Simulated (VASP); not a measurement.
# Rb (Fmmm) in VASP: single point with PBE

Aim: the single point of Rb with PBE.

All numbers are computed with VASP 6.6.1; they aren't measurements. Logs are shortened: lines on timing, memory, paths and dates and some standing lists are left out, and cuts for length are marked.

## (1) The cell of the first run

It takes space group Fmmm (No. 69, orthorhombic). The conventional cell has a = 5.612 Å, b = 7.788 Å, c = 8.085 Å, α = 90.00°, β = 90.00°, γ = 90.00°.

## (2) Single point, PBE (strain +0.0375 x Voigt [0, 0, 0, 1, 0, 0])

The input, INCAR:

```
PREC = Accurate ; ENCUT = 520
EDIFF = 1E-6 ; ISMEAR = 0
SIGMA = 0.15 ; LREAL = F
LASPH = T ; NELM = 80
ALGO = Fast ; ISIF = 2
LWAVE = F ; LCHARG = F
GGA = PE ; NBANDS = 10
```

The input, KPOINTS:

```
regular mesh
0
Gamma
  12 12 12
```

The input, POSCAR:

```
Rb
1.0
   -2.8060000000      2.8586125000      2.8586125000
    2.8060000000     -2.7533875000      2.7533875000
    2.8060000000      2.7533875000     -2.7533875000
Rb
1
Direct
    0.0000000000      0.0000000000      0.0000000000
```

Potentials or basis: VASP PAW PBE potentials, release 64 (Rb_sv).

Started as:

```sh
cat potpaw_PBE.64/Rb_sv/POTCAR > POTCAR
mpirun -np 1 vasp_std > vasp.out
```

OUTCAR:

```text
PREC = Accurate
   ENCUT = 520
   EDIFF = 1E-6
   ISMEAR = 0
   LREAL = F
   LASPH = T
   NELM = 80
   ISIF = 2
   GGA = PE

 ion  position               nearest neighbor table
   1  0.000  0.000  0.000-

  LATTYP: Found a face centered orthorhombic cell.
 ALAT       =     5.6120000000
 B/A-ratio  =     1.3876970581
 C/A-ratio  =     1.4407300667

  Lattice vectors:

 A1 = (   0.0000000000,   5.6120000000,   0.1052250000)
 A2 = (   2.8060000000,   2.8586125000,   2.8586125000)
 A3 = (   2.8060000000,   2.7533875000,  -2.7533875000)

Analysis of symmetry for initial positions (statically):
=====================================================================
 Subroutine PRICEL returns:
 Original cell was already a primitive cell.

 Routine SETGRP: Setting up the symmetry group for a
 face centered orthorhombic supercell.

 Subroutine GETGRP returns: Found  8 space group operations
 (whereof  8 operations were pure point group operations)
 out of a pool of  8 trial point group operations.

The static configuration has the point symmetry D_2h.

Analysis of symmetry for dynamics (positions and initial velocities):
=====================================================================
 Subroutine PRICEL returns:
 Original cell was already a primitive cell.

 Routine SETGRP: Setting up the symmetry group for a
 face centered orthorhombic supercell.

 Subroutine GETGRP returns: Found  8 space group operations
 (whereof  8 operations were pure point group operations)
 out of a pool of  8 trial point group operations.

The dynamic configuration has the point symmetry D_2h.

 Subroutine INISYM returns: Found  8 space group operations
 (whereof  8 operations are pure point group operations),
 and found     1 'primitive' translations

----------------------------------------------------------------------------------------

                                     Primitive cell

  volume of cell :      88.3426

  direct lattice vectors                    reciprocal lattice vectors
    -2.806000000  2.858612500  2.858612500     0.000000000  0.174910031  0.174910031
     2.806000000 -2.753387500  2.753387500     0.178189594 -0.003342230  0.178252261
     2.806000000  2.753387500 -2.753387500     0.178189594  0.178252261 -0.003342230

[... 83 lines left out ...]
   EDIFFG = 0.1E-04   stopping-criterion for IOM
   NSW    =      0    number of steps for IOM
   IBRION =     -1    ionic relax: 0-MD 1-quasi-New 2-CG
   NFREE  =      0    steps in history (QN), initial steepest desc. (CG)
   ISIF   =      2    stress and relaxation
   ISYM   =      2    0-nonsym 1-usesym 2-fastsym
   POTIM  = 0.5000    time-step for ionic-motion
   TEBEG  =    0.0;   TEEND  =   0.0 temperature during run
   PSTRESS=    0.0 pullay stress
   NELECT =       9.0000    total number of electrons
   NUPDOWN=      -1.0000    fix difference up-down
   EMIN   =  10.00;   EMAX   =-10.00  energy-range for DOS
   EFERMI =   0.00;   METHOD = LEGACY
   ISMEAR =     0;   SIGMA  =   0.15  broadening in eV -4-tet -1-fermi 0-gaus
   EFERMI_NEDOS =   21; number of points for ismear=-14 and -15
   IALGO  =     68    algorithm
   IMIX   =      4    mixing-type and parameters
     AMIX     =   0.40;   BMIX     =  1.00
     AMIX_MAG =   1.60;   BMIX_MAG =  1.00
  volume/ion in A,a.u.               =      88.34       596.17
  Fermi-wavevector in a.u.,A,eV,Ry     =   0.764596  1.444878  7.954070  0.584608
  Thomas-Fermi vector in A             =   1.864533
   LORBIT       =      0    0 simple, 1 ext, 2 COOP (PROOUT), +10 PAW based schemes
   GGA     = PE    functional components
   LHFCALC =     F    Hartree Fock is set to
   AEXX    =    0.0000 exact exchange contribution
   IVDW    =     0    specifies the selected vdW correction
   LEPSILON=     F    determine dielectric tensor
   LRPA    =     F    only Hartree local field effects (RPA)
 non-spin polarized calculation
 RMM-DIIS sequential band-by-band and
 Gauss-broadening in eV      SIGMA  =   0.15
  energy-cutoff  :      520.00
  volume of cell :       88.34
 maximum number of plane-waves:      2402
 NGX is ok and might be reduce to    40
   NGX = 19   NGY = 17   NGZ = 17

 number of electron       9.0000000 magnetization

 Free energy of the ion-electron system (eV)
  ---------------------------------------------------
  ext. energy  EPLUGINS =         0.00000000
  ---------------------------------------------------
  free energy    TOTEN  =        -0.93913283 eV

  energy without entropy =       -0.92799256  energy(sigma->0) =       -0.93356269

 E-fermi :   0.0760     XC(G=0):  -5.5381

 val. band max:        0.0752382881   @ k =   0.3333  -0.4167   0.2500
 cond. band min:       0.0777519760   @ k =   0.1667   0.3333   0.0000
 fundamental gap:      0.0025136879
 Fermi energy:         0.0760059517

 k-point     1 :       0.0000    0.0000    0.0000
  band No.  band energies     occupation
      1     -28.8094      2.00000
      2     -12.8504      2.00000
      3     -12.8482      2.00000
      4     -12.8463      2.00000
      5      -1.9320      2.00000
      6       3.7013      0.00000
      7       3.7575      0.00000
      8       3.8720      0.00000
      9       4.7421      0.00000
     10       4.7710      0.00000
[... 287 lines left out ...]
 k-point    24 :       0.2500    0.2500   -0.0000
  band No.  band energies     occupation
      1     -28.8049      2.00000
      2     -12.9293      2.00000
      3     -12.8938      2.00000
      4     -12.8573      2.00000
      5       0.0180      1.41573
      6       1.6497      0.00000
      7       2.0903      0.00000
      8       4.3981      0.00000
      9       4.6430      0.00000
     10       5.4338      0.00000

 [... further k-points ...]

------------------------ aborting loop because EDIFF is reached ----------------------------------------

  FORCE on cell =-STRESS in cart. coord.  units (eV):
  Direction    XX          YY          ZZ          XY          YZ          ZX
  --------------------------------------------------------------------------------------
  -------------------------------------------------------------------------------------
  Total        0.0532832      0.0507574      0.0507574      0.0000000     -0.0409648      0.0000000
  in kB        0.9663416      0.9205330      0.9205330      0.0000000     -0.7429347      0.0000000
  external PRESSURE =       0.9358026 kB  Pullay stress =       0.0000000 kB

 VOLUME and BASIS-vectors are now :
 -----------------------------------------------------------------------------
  energy-cutoff  :      520.00
  volume of cell :       88.34
      direct lattice vectors                 reciprocal lattice vectors
    -2.806000000  2.858612500  2.858612500     0.000000000  0.174910031  0.174910031
     2.806000000 -2.753387500  2.753387500     0.178189594 -0.003342230  0.178252261
     2.806000000  2.753387500 -2.753387500     0.178189594  0.178252261 -0.003342230

 POSITION                                       TOTAL-FORCE (eV/Angst)
 -----------------------------------------------------------------------------------
      0.00000      0.00000      0.00000         0.000000     -0.000000      0.000000
 -----------------------------------------------------------------------------------
    total drift:                                0.000000     -0.000000     -0.000000

  FREE ENERGIE OF THE ION-ELECTRON SYSTEM (eV)
  ---------------------------------------------------
  free  energy   TOTEN  =        -0.9391328305 eV

  energy  without entropy=       -0.9279925589  energy(sigma->0) =       -0.93356269
```

stdout:

```text
POSCAR found type information on POSCAR Rb
 POSCAR found :  1 types and       1 ions
 scaLAPACK will be used
 LDA part: xc-table for (Slater+PW92), standard interpolation
 POSCAR, INCAR and KPOINTS ok, starting setup
 FFT: planning ... GRIDC
 FFT: planning ... GRID_SOFT
 FFT: planning ... GRID
 WAVECAR not read
 entering main loop
WARNING in EDDRMM: call to ZHEGV failed, returncode =   6  3      5
```

Wall time 3.4 min (1 thread of Oxide Virtual Turin-like, shared host); peak memory 0.34 GiB.

What came out:

```
Free energy            : -0.9391 eV
Pressure               : 0.1 GPa
Band gap on the k mesh : zero (an odd number of electrons rules out a gap without spin polarisation)
```

Levels at points of the mesh, in eV from the Fermi level:
```
           k point  band 1  band 2  band 3  band 4  band 5  band 6  band 7  band 8  band 9
(0.00, 0.00, 0.00)  -28.89  -12.93  -12.92  -12.92   -2.01    3.63    3.68    3.80    4.67
(0.50, 0.00, 0.00)  -28.88  -13.02  -12.95  -12.92    0.17    0.72    2.60    4.43    5.34
(0.00, 0.50, 0.00)  -28.88  -13.03  -12.96  -12.92    0.24    0.81    2.59    4.32    5.22
(0.00, 0.50, 0.50)  -28.88  -13.04  -12.97  -12.93    0.30    0.90    2.59    4.21    5.16
(0.50, 0.50, 0.50)  -28.88  -13.01  -13.00  -12.99    1.24    1.25    3.32    3.33    3.35
```

Caveat: the cell differs from its parent crystal (strain +0.0375 x Voigt [0, 0, 0, 1, 0, 0]).
